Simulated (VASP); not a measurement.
Input of a VASP 6.6.1 run:

The input INCAR:

```
SYSTEM = Tl
  PREC = Accurate
  ENCUT = 600
  EDIFF = 1E-7
  ISMEAR = -1
  SIGMA = 0.05
  LREAL = .FALSE.
  LASPH = .TRUE.
  NELM = 100
  ALGO = Normal
  ISIF = 3
  LWAVE = .FALSE.
  LCHARG = .FALSE.
  GGA = CA
  IBRION = 2
  NSW = 32
  EDIFFG = -0.005
  PSTRESS = 12.0
```

File KPOINTS:

```
regular mesh
0
G
  14 14 13
  0 0 0
```

POSCAR

```
Tl
1.0
    3.2294192484      0.0000000000      0.0000000000
   -1.6147096242      2.7967591086      0.0000000000
    0.0000000000      0.0000000000      3.0511306539
Tl
1
Direct
    0.0000000000      0.0000000000      0.0000000000
```

Potentials or basis: VASP PAW LDA potentials, release 64 (Tl_d).

Command:

```console
$ cat potpaw_LDA.64/Tl_d/POTCAR > POTCAR
$ mpirun -np 1 vasp_std > vasp.out
```

Question: What does it give for the space group after relaxing (to 0.05 Å)?

Answer: P6/mmm (No. 191).

Question: Predict the relaxed volume.

Answer: 27.64 Å³/atom.

Question: Estimate the relaxed cell.

Answer: a = 3.233 Å, b = 3.233 Å, c = 3.054 Å, α = 90.00°, β = 90.00°, γ = 120.00°.

Final structure:
```yaml
crystal:
  lattice:
    - [3.23289, 0.00000, 0.00000]
    - [-1.61645, 2.79977, 0.00000]
    - [0.00000, 0.00000, 3.05412]
  atoms:
    - { symbol: Tl, position: [0.00000, 0.00000, 0.00000] }
```

Caveat: the cell is relaxed towards a set pressure, so the enthalpy falls and the energy may rise.
